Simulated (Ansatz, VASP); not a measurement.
# Two plane-wave programs on Cs2AgBiBr6

```
Cs Ag Bi Br
1.0
     0.00000    5.73897    5.73897
     5.73897    0.00000    5.73897
     5.73897    5.73897    0.00000
Cs Ag Bi Br
2 1 1 6
Direct
  0.25000 0.25000 0.25000
  0.75000 0.75000 0.75000
  0.50000 0.50000 0.50000
  0.00000 0.00000 0.00000
  0.25135 0.74865 0.25135
  0.25135 0.74865 0.74865
  0.74865 0.25135 0.74865
  0.74865 0.25135 0.25135
  0.25135 0.25135 0.74865
  0.74865 0.74865 0.25135
```

Alike in both runs: functional PBE; k mesh 4 × 4 × 4; no spin polarisation.

Ansatz relaxed the structure, and its values are those at the end. VASP's run is a single point on that final structure, the one shown.

|  | VASP | Ansatz |
| --- | --- | --- |
| version | VASP 6.6.1 | Ansatz 0.2.0 |
| potentials or method | VASP PAW PBE potentials, release 64 (Cs_sv, Ag, Bi_d, Br), cutoff 520 eV | scalar-relativistic, plane waves, PAW |
| occupations | gaussian, width 0.01 eV | fixed |
| valence electrons in the cell | 86 | 94 |

```tsv
	VASP	Ansatz	Ansatz less VASP
gap on the k mesh at the Fermi level (eV)	1.33	1.32	-0.004
least direct gap on the mesh (eV)	2.38	2.38	-0.001
pressure (GPa)	0.0	0.0	+0.01
```

VASP's potentials hold 86 valence electrons a cell and Ansatz's 94, so a difference there can come from the potentials and not from the codes.

Spin-orbit coupling is off throughout.
